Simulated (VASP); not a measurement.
Runs of VASP 6.6.1 on NaBeH2. The structure is that of space group R-3m (No. 166), or close to it. The cells are those of the table. 

```tsv
task	cell	k mesh	cutoff (eV)	gap on the mesh (eV)	pressure (GPa)	relaxed volume (Å³/atom)	largest force (eV/Å)
single point	a = 4.351 Å, angles 50.7°, 4 atoms	6 × 6 × 6	520	none	-0.8	-	2.16
single point	a = 5.192 Å, angles 38.8°, 4 atoms	15 × 15 × 15	520	none	0.0	-	0.01
relaxation of cell and atoms	relaxed from a = 4.351 Å, angles 50.7°, 4 atoms	6 × 6 × 6	600	none	-0.1	(a)	0.04
single point	a = 5.179 Å, angles 39.1°, 4 atoms	6 × 6 × 6	520	none	-0.1	-	-
relaxation of cell and atoms	relaxed from a = 5.179 Å, angles 39.1°, 4 atoms	15 × 15 × 15	600	none	0.0	12.44	0.01
```

Alike in all rows: level PBE; potentials or basis VASP PAW PBE potentials, release 64 (Na_pv, Be, H); no spin polarisation; smearing gaussian 0.1 eV.

Estimate the missing entries.

(a) 12.49.

Caveats: forces of over 1 eV/Å act on the atoms, so gaps and moduli don't describe the material at rest (some runs).

A gap of «none» marks levels without a gap at the run's occupations.
